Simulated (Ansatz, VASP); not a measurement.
# One calculation of SnMo2, two programs

```
Sn Mo
1.0
    -1.65244    1.65244    4.75453
     1.65244   -1.65244    4.75453
     1.65244    1.65244   -4.75453
Sn Mo
1 2
Direct
  0.00000 0.00000 0.00000
  0.67810 0.67810 0.00000
  0.32190 0.32190 0.00000
```

Alike in both runs: functional PBE; k mesh 8 × 8 × 8; occupations gaussian, width 0.1 eV; no spin polarisation.

Ansatz relaxed the structure, and its values are those at the end. VASP's run is a single point on that final structure, the one shown.

```csv
,VASP,Ansatz
version,VASP 6.6.1,Ansatz 0.2.0
potentials or method,"VASP PAW PBE potentials, release 64 (Sn_d, Mo_sv), cutoff 520 eV","scalar-relativistic, plane waves, PAW"
valence electrons in the cell,42,42
```

VASP gave:

- gap on the k mesh at the Fermi level (eV): none
- pressure (GPa): 0.3
- rms of the force components (eV/Å): 0.007

Problem. Which values does Ansatz return?

Solution. gap on the k mesh at the Fermi level (eV): none; pressure (GPa): 0.0; rms of the force components (eV/Å): 0.002.

A gap of «none» marks a metal or a gap that the smearing closes.
